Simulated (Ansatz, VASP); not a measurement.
Two plane-wave programs on TiN

INCAR

```
PREC = Accurate ; ENCUT = 600
EDIFF = 1E-6 ; ISMEAR = 0
SIGMA = 0.15 ; LREAL = F
LASPH = T ; NELM = 120
ALGO = Normal ; ISIF = 2
LWAVE = F ; LCHARG = T
GGA = PE ; LELF = T
LVHAR = T ; NBANDS = 16
GGA_COMPAT = F
```

KPOINTS

```
regular mesh
0
Gamma
  24 24 24
```

Contents of POSCAR:

```
TiN
1.0
    0.0000000000      2.1234249641      2.1234249641
    2.1234249641      0.0000000000      2.1234249641
    2.1234249641      2.1234249641      0.0000000000
Ti N
1 1
Direct
    0.0000000000      0.0000000000      0.0000000000
    0.5000000000      0.5000000000      0.5000000000
```

Input for Ansatz:

```yaml
crystal:
  lattice:
    - [0.0, 2.1234249642, 2.1234249642]
    - [2.1234249642, 0.0, 2.1234249642]
    - [2.1234249642, 2.1234249642, 0.0]
  atoms:
    - { symbol: Ti, position: [0.0, 0.0, 0.0] }
    - { symbol: "N", position: [0.5, 0.5, 0.5] }
basis:
  ecutwfc: 420
kpoints:
  mp_grid: { grid: [24, 24, 24] }
hamiltonian:
  xc: pbe
scf:
  occupations: { method: gaussian, width: 0.15 }
output:
  forces: true
  stress: true
  eigenvalues: true
```

Alike in both runs: task single point; functional PBE; k mesh 24 × 24 × 24; occupations gaussian, width 0.15 eV; no spin polarisation.

|  | VASP | Ansatz |
| --- | --- | --- |
| version | VASP 6.6.1 | Ansatz 0.2.0 |
| potentials or method | VASP PAW PBE potentials, release 64 (Ti_sv, N), cutoff 600 eV | scalar-relativistic, plane waves, PAW |
| valence electrons in the cell | 17 | 17 |

```tsv
	VASP	Ansatz	Ansatz less VASP
gap on the k mesh at the Fermi level (eV)	none	none	-
pressure (GPa)	0.4	0.0	-0.33
```

A gap of «none» marks a metal or a gap that the smearing closes.
